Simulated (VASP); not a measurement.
Crystal: TiAl3.

```
CELL_PARAMETERS angstrom
-1.89828 1.89828 4.25194
1.89828 -1.89828 4.25194
1.89828 1.89828 -4.25194
ATOMIC_POSITIONS crystal
Ti 0.00000 0.00000 0.00000
Al 0.25000 0.75000 0.50000
Al 0.75000 0.25000 0.50000
Al 0.50000 0.50000 0.00000
```

This cell differs from its parent crystal: volume scaled by 0.98.

Base run:

* Program: VASP 6.6.1
* Functional: PBE
* Potentials or basis: VASP PAW PBE potentials, release 64 (Ti_sv, Al)
* Cutoff: 520 eV
* k mesh: 10 × 10 × 10
* Occupations: fermi-dirac, width 0.05 eV
* Spin: no spin polarisation

Its results: pressure 4.4 GPa.

Problem. The run is repeated on the same cell with these changes: functional from PBE to PBEsol; further incar settings from ALGO = Normal; EDIFF = 1e-06; NBANDS = 18 to ALGO = Normal; EDIFF = 1e-07; NBANDS = 18. What comes out?

Solution. Pressure 1.9 GPa.

Caveats: the PAW data sets were made with another functional, which shifts forces and pressure a little (some runs).
